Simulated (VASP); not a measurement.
# NiO (Fm-3m) in VASP: single point with r2SCAN+U

Aim: the single point of NiO with r2SCAN+U.

Everything below comes from runs of VASP 6.6.1. Logs are shortened: lines on timing, memory, paths and dates and some standing lists are left out, and cuts for length are marked.

## (1) The cell of the first run

The structure is cubic, space group Fm-3m (No. 225). Conventional cell: a = 4.183 Å, b = 4.183 Å, c = 4.183 Å, α = 90.00°, β = 90.00°, γ = 90.00°. Within 2.8 Å of Ni (site symmetry m-3m) lie 6 O at 2.09 Å. O (site symmetry m-3m) has 6 Ni at 2.09 Å within 2.8 Å.

## (2) Single point, r2SCAN+U, collinear spin, ferromagnetic start

File POSCAR:

```
NiO
1.0
    0.0000000000      2.0913095100      2.0913095100
    2.0913095100      0.0000000000      2.0913095100
    2.0913095100      2.0913095100      0.0000000000
Ni O
1 1
Direct
    0.0000000000      0.0000000000      0.0000000000
    0.5000000000      0.5000000000      0.5000000000
```

File INCAR.step1:

```
SYSTEM = NiO
ALGO = Normal
EDIFF = 1E-5
ENCUT = 770
GGA = PE
GGA_COMPAT = .FALSE.
ISMEAR = 0
ISPIN = 2
LASPH = .TRUE.
LCHARG = .FALSE.
LDAU = .TRUE.
LDAUJ = 0 0
LDAUL = 2 -1
LDAUTYPE = 2
LDAUU = 2 0
LMAXMIX = 4
LREAL = .FALSE.
LWAVE = .TRUE.
MAGMOM = 1.9 0.22
NBANDS = 23
NELM = 200
PREC = Accurate
SIGMA = 0.05
```

File INCAR.step2:

```
SYSTEM = NiO
ALGO = Normal
EDIFF = 1E-6
ENCUT = 770
GGA_COMPAT = .FALSE.
ISIF = 2
ISMEAR = 0
ISPIN = 2
ISTART = 1
LASPH = .TRUE.
LCHARG = .TRUE.
LDAU = .TRUE.
LDAUJ = 0 0
LDAUL = 2 -1
LDAUPRINT = 1
LDAUTYPE = 2
LDAUU = 2 0
LELF = .TRUE.
LMAXMIX = 4
LMIXTAU = .TRUE.
LORBIT = 11
LREAL = .FALSE.
LVHAR = .TRUE.
LWAVE = .FALSE.
MAGMOM = 1.9 0.22
METAGGA = R2SCAN
NBANDS = 23
NELM = 200
PREC = Accurate
SIGMA = 0.05
```

File KPOINTS:

```
k-points
0
G
  8 8 8
  0 0 0
```

Potentials or basis: VASP PAW PBE potentials, release 64 (Ni_sv_GW, O).

The run is started by

```
cat potpaw_PBE.64/Ni_sv_GW/POTCAR potpaw_PBE.64/O/POTCAR > POTCAR
cp INCAR.step1 INCAR
mpirun -np 1 vasp_std > vasp.out
cp INCAR.step2 INCAR
mpirun -np 1 vasp_std > vasp.out
```

OUTCAR:

```text
SYSTEM = NiO
   EDIFF = 1E-6
   ENCUT = 770
   ISIF = 2
   ISMEAR = 0
   ISPIN = 2
   ISTART = 1
   LASPH = .TRUE.
   LORBIT = 11
   LREAL = .FALSE.
   METAGGA = R2SCAN
   NELM = 200
   PREC = Accurate

 ion  position               nearest neighbor table
   1  0.000  0.000  0.000-   2 2.09   2 2.09   2 2.09   2 2.09   2 2.09   2 2.09
   2  0.500  0.500  0.500-   1 2.09   1 2.09   1 2.09   1 2.09   1 2.09   1 2.09

  LATTYP: Found a face centered cubic cell.
 ALAT       =     4.1826190200

  Lattice vectors:

 A1 = (   0.0000000000,   2.0913095100,   2.0913095100)
 A2 = (   2.0913095100,   0.0000000000,   2.0913095100)
 A3 = (   2.0913095100,   2.0913095100,   0.0000000000)

Analysis of symmetry for initial positions (statically):
=====================================================================
 Subroutine PRICEL returns:
 Original cell was already a primitive cell.

 Routine SETGRP: Setting up the symmetry group for a
 face centered cubic supercell.

 Subroutine GETGRP returns: Found 48 space group operations
 (whereof 48 operations were pure point group operations)
 out of a pool of 48 trial point group operations.

The static configuration has the point symmetry O_h .

Analysis of symmetry for dynamics (positions and initial velocities):
=====================================================================
 Subroutine PRICEL returns:
 Original cell was already a primitive cell.

 Routine SETGRP: Setting up the symmetry group for a
 face centered cubic supercell.

 Subroutine GETGRP returns: Found 48 space group operations
 (whereof 48 operations were pure point group operations)
 out of a pool of 48 trial point group operations.

The dynamic configuration has the point symmetry O_h .

Analysis of structural, dynamic, and magnetic symmetry:
=====================================================================
 Subroutine PRICEL returns:
[... 174 lines left out ...]
  o =  0.1098  v =  0.0000  0.0000  0.0000  0.0000  0.0000  0.0000  0.0000  0.0247 -0.0000  0.9997      0.0000  0.0000  0.0000  0.0000  0.0000  0.0000  0.0000  0.0000  0.0000  0.0000
  o =  0.9286  v =  0.0000  0.0000  0.0000  0.0000  0.0000  0.0000  0.0739  0.0000 -0.9973 -0.0000      0.0000  0.0000  0.0000  0.0000  0.0000  0.0000  0.0000  0.0000  0.0000  0.0000
  o =  0.9286  v =  0.0000  0.0000  0.0000  0.0000  0.0000  1.0000  0.0000  0.0000  0.0000  0.0000      0.0000  0.0000  0.0000  0.0000  0.0000  0.0000  0.0000  0.0000  0.0000  0.0000
  o =  0.9286  v =  0.0000  0.0000  0.0000  0.0000  0.0000  0.0000  0.9973  0.0000  0.0739 -0.0000      0.0000  0.0000  0.0000  0.0000  0.0000  0.0000  0.0000  0.0000  0.0000  0.0000
  o =  0.9353  v =  0.0000 -1.0000 -0.0000 -0.0010 -0.0000  0.0000  0.0000  0.0000  0.0000  0.0000      0.0000  0.0000  0.0000  0.0000  0.0000  0.0000  0.0000  0.0000  0.0000  0.0000
  o =  0.9353  v =  1.0000  0.0000  0.0000  0.0000  0.0000  0.0000  0.0000  0.0000  0.0000  0.0000      0.0000  0.0000  0.0000  0.0000  0.0000  0.0000  0.0000  0.0000  0.0000  0.0000
  o =  0.9353  v =  0.0000  0.0010  0.0000 -1.0000  0.0000  0.0000  0.0000  0.0000  0.0000  0.0000      0.0000  0.0000  0.0000  0.0000  0.0000  0.0000  0.0000  0.0000  0.0000  0.0000
  o =  0.9687  v =  0.0000 -0.0000  0.7473  0.0000  0.6645  0.0000  0.0000  0.0000  0.0000  0.0000      0.0000  0.0000  0.0000  0.0000  0.0000  0.0000  0.0000  0.0000  0.0000  0.0000
  o =  0.9687  v =  0.0000  0.0000 -0.6645 -0.0000  0.7473  0.0000  0.0000  0.0000  0.0000  0.0000      0.0000  0.0000  0.0000  0.0000  0.0000  0.0000  0.0000  0.0000  0.0000  0.0000

 number of electron      24.0000000 magnetization       2.0000001

 Free energy of the ion-electron system (eV)
  ---------------------------------------------------
  ext. energy  EPLUGINS =         0.00000000
  ---------------------------------------------------
  free energy    TOTEN  =       -20.44808893 eV

  energy without entropy =      -20.44808893  energy(sigma->0) =      -20.44808893

 E-fermi :   6.5678     XC(G=0): -13.7959

 val. band max:        6.2297028779   @ k =   0.5000   0.0000   0.0000
 cond. band min:       8.2064694394   @ k =   0.0000   0.0000   0.0000
 fundamental gap:      1.9767665615
 Fermi energy:         6.5677998106

 spin component 1

 k-point     1 :       0.0000    0.0000    0.0000
  band No.  band energies     occupation
      1    -102.2328      1.00000
      2     -61.1273      1.00000
      3     -61.1273      1.00000
      4     -61.1272      1.00000
      5     -14.4028      1.00000
      6       1.6286      1.00000
[... 1241 lines left out ...]
     22      38.9482      0.00000
     23      39.7595      0.00000

 [... further k-points ...]

------------------------ aborting loop because EDIFF is reached ----------------------------------------

  FORCE on cell =-STRESS in cart. coord.  units (eV):
  Direction    XX          YY          ZZ          XY          YZ          ZX
  --------------------------------------------------------------------------------------
  -------------------------------------------------------------------------------------
  Total        0.1865591      0.1865591      0.1865591     -0.0000000     -0.0000000      0.0000000
  in kB       16.3396275     16.3396275     16.3396275     -0.0000000     -0.0000000      0.0000000
  external PRESSURE =      16.3396275 kB  Pullay stress =       0.0000000 kB

 VOLUME and BASIS-vectors are now :
 -----------------------------------------------------------------------------
  energy-cutoff  :      770.00
  volume of cell :       18.29
      direct lattice vectors                 reciprocal lattice vectors
     0.000000000  2.091309510  2.091309510    -0.239084649  0.239084649  0.239084649
     2.091309510  0.000000000  2.091309510     0.239084649 -0.239084649  0.239084649
     2.091309510  2.091309510  0.000000000     0.239084649  0.239084649 -0.239084649

 POSITION                                       TOTAL-FORCE (eV/Angst)
 -----------------------------------------------------------------------------------
      0.00000      0.00000      0.00000         0.000000      0.000000      0.000000
      2.09131      2.09131      2.09131        -0.000000     -0.000000     -0.000000
 -----------------------------------------------------------------------------------
    total drift:                               -0.000000      0.000000      0.000000

  FREE ENERGIE OF THE ION-ELECTRON SYSTEM (eV)
  ---------------------------------------------------
  free  energy   TOTEN  =       -20.4480889346 eV

  energy  without entropy=      -20.4480889346  energy(sigma->0) =      -20.44808893

 total charge

# of ion       s       p       d       f       tot
--------------------------------------------------
    1        2.148   6.214   7.723   0.010  16.095
    2        1.549   3.517   0.000   0.000   5.066
--------------------------------------------------
tot          3.697   9.730   7.723   0.010  21.161

 magnetization (x)

# of ion       s       p       d       f       tot
--------------------------------------------------
    1        0.008   0.009   1.736   0.000   1.753
    2        0.026   0.193   0.000   0.000   0.219
--------------------------------------------------
tot          0.034   0.202   1.736   0.000   1.972
```

OSZICAR.step1:

```text
N       E                     dE             d eps       ncg     rms          rms(c)
DAV:   1     0.286502893270E+03    0.28650E+03   -0.15238E+04  3946   0.439E+03
DAV:   2    -0.881659026129E+00   -0.28738E+03   -0.27272E+03  4349   0.951E+02
DAV:   3    -0.157017037764E+02   -0.14820E+02   -0.14744E+02  4146   0.237E+02
DAV:   4    -0.159423645132E+02   -0.24066E+00   -0.24063E+00  3755   0.159E+01
DAV:   5    -0.159494431242E+02   -0.70786E-02   -0.70782E-02  3519   0.255E+00    0.169E+01
DAV:   6    -0.142070712822E+02    0.17424E+01   -0.46112E+01  4445   0.347E+02    0.212E+01
DAV:   7    -0.113566637140E+02    0.28504E+01   -0.20977E+01  3710   0.297E+02    0.645E+00
DAV:   8    -0.116643425257E+02   -0.30768E+00   -0.72090E-01  4421   0.229E+01    0.408E+00
DAV:   9    -0.116340253548E+02    0.30317E-01   -0.66051E-01  5002   0.536E+01    0.186E+00
DAV:  10    -0.116279209706E+02    0.61044E-02   -0.52642E-02  4184   0.532E+00    0.935E-01
DAV:  11    -0.116207655292E+02    0.71554E-02   -0.21343E-02  4705   0.864E+00    0.218E-01
DAV:  12    -0.116211910991E+02   -0.42557E-03   -0.20430E-03  4318   0.148E+00    0.149E-01
DAV:  13    -0.116211447184E+02    0.46381E-04   -0.50759E-04  4790   0.204E+00    0.516E-02
DAV:  14    -0.116211558050E+02   -0.11087E-04   -0.68265E-05  3461   0.525E-01    0.440E-02
DAV:  15    -0.116211763921E+02   -0.20587E-04   -0.15700E-05  1680   0.357E-01    0.128E-02
DAV:  16    -0.116211757756E+02    0.61649E-06   -0.37195E-06  1537   0.108E-01
   1 F= -.11621176E+02 E0= -.11621176E+02  d E =-.144987E-11  mag=     2.0002
```

It took 3.5 min on 1 thread of Intel Xeon 6975P-C (Granite Rapids), shared host; peak memory 0.22 GiB.

What came out:

* Free energy: -20.4481 eV
* Pressure: 1.6 GPa
* Band gap on the k mesh: 1.98 eV (least direct gap 2.97 eV)
* Net moment: 2.00 μB per cell
* Site moments: Ni +1.75; O +0.22 μB
* Valence electrons inside the program's atomic spheres: Ni 16.09; O 5.07

Levels at points of the mesh, in eV from the valence-band top:
Spin up:
```
           k point  band 9  band 10  band 11  band 12  band 13  band 14  band 15  band 16  band 17  band 18
(0.00, 0.00, 0.00)   -3.56    -3.56    -2.34    -2.34    -2.34     2.48    19.01    19.71    19.71    19.71
(0.50, 0.00, 0.00)   -3.01    -3.01    -2.18     0.00     0.00     6.60    11.25    15.10    15.10    22.24
(0.50, 0.50, 0.00)   -3.71    -3.70    -3.70    -2.68    -2.68     7.04    11.97    12.82    18.01    18.01
```
Spin down:
```
           k point  band 8  band 9  band 10  band 11  band 12  band 13  band 14  band 15
(0.00, 0.00, 0.00)   -2.64   -1.80    -1.80    -1.80     1.98     1.99     3.03    19.10
(0.50, 0.00, 0.00)   -4.01   -1.56    -1.56    -1.24     4.58     4.59     6.94    12.02
(0.50, 0.50, 0.00)   -3.23   -3.23    -1.68    -1.68     2.48     3.01     7.71    12.55
```

Eigenvalues of the final occupation matrices:
```csv
site,spin,trace,eigenvalues
site 1 d,1,4.74,0.94 0.94 0.94 0.97 0.97
site 1 d,2,3.01,0.11 0.11 0.93 0.93 0.93
```

Caveat: the PAW data sets were made with another functional, which shifts forces and pressure a little; a cell with one magnetic atom can't hold antiferromagnetic order, which such compounds often take. A k mesh can miss the band edges.
